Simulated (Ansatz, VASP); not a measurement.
One calculation of NbSbO, two programs

```
CELL_PARAMETERS angstrom
4.12630 0.00000 0.00000
0.00000 4.12630 0.00000
0.00000 0.00000 6.57454
ATOMIC_POSITIONS crystal
Nb 0.00000 0.00000 0.00000
Nb 0.50000 0.50000 0.00000
Sb 0.00000 0.50000 0.64591
Sb 0.50000 0.00000 0.35409
O 0.00000 0.50000 0.07786
O 0.50000 0.00000 0.92214
```

Change from the starting cell: species swapped into the HfSiSe type (P4/nmm, No. 129).

Alike in both runs: functional PBE; k mesh 10 × 10 × 6; occupations gaussian, width 0.1 eV; no spin polarisation.

Ansatz relaxed the structure, and its values are those at the end. VASP's run is a single point on that final structure, the one shown.

|  | VASP | Ansatz |
| --- | --- | --- |
| version | VASP 6.6.1 | Ansatz 0.2.0 |
| potentials or method | VASP PAW PBE potentials, release 64 (Nb_sv, Sb, O), cutoff 520 eV | scalar-relativistic, plane waves, PAW |
| valence electrons in the cell | 48 | 68 |

|  | VASP | Ansatz | Ansatz less VASP |
| --- | --- | --- | --- |
| gap on the k mesh at the Fermi level (eV) | none | none | - |
| pressure (GPa) | -0.2 | 0.0 | +0.18 |
| rms of the force components (eV/Å) | 0.008 | 0.001 | -0.0065 |

A gap of «none» marks a metal or a gap that the smearing closes. The functional is the same, so the differences come from potentials, cutoffs and numerics. VASP's potentials hold 48 valence electrons a cell and Ansatz's 68, so a difference there can come from the potentials and not from the codes.

Neither program's run includes spin-orbit coupling.
